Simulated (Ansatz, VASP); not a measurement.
Two plane-wave programs on C

```xyz
4
Lattice="-2.4577 0.0000 0.0000 0.0000 0.0000 -3.5295 0.0000 -4.2568 0.0000" Properties=species:S:1:pos:R:3 pbc="T T T"
C    -1.2288   -0.6645    0.0000
C     0.0000   -2.7929    0.0000
C     0.0000   -1.4639    0.0000
C    -1.2288   -3.5923    0.0000
```

Change from the starting cell: mode 8 frozen in at +0.000 Å and mode 12 at +0.045 Å (largest displacements).

Alike in both runs: task single point; functional PBEsol; dispersion D3(BJ); k mesh 18 × 12 × 10; occupations gaussian, width 0.15 eV; no spin polarisation.

```csv
,VASP,Ansatz
version,VASP 6.6.1,Ansatz 0.2.0
potentials or method,"VASP PAW PBE potentials, release 64 (C), cutoff 600 eV","scalar-relativistic, plane waves, PAW"
valence electrons in the cell,16,16
```

```csv
,VASP,Ansatz,Ansatz less VASP
gap on the k mesh at the Fermi level (eV),none,none,-
pressure (GPa),4.2,3.9,-0.26
"traceless stress, the component that is largest in VASP (GPa)",13.68,13.21,-0.476
rms of the force components (eV/Å),3.188,3.177,-0.0109
```

VASP's potentials were made for PBE, not for PBEsol, and Ansatz warns of the same on its side. Atom by atom the forces differ by 0.011 eV/Å (rms over components). A gap of «none» marks a metal or a gap that the smearing closes.
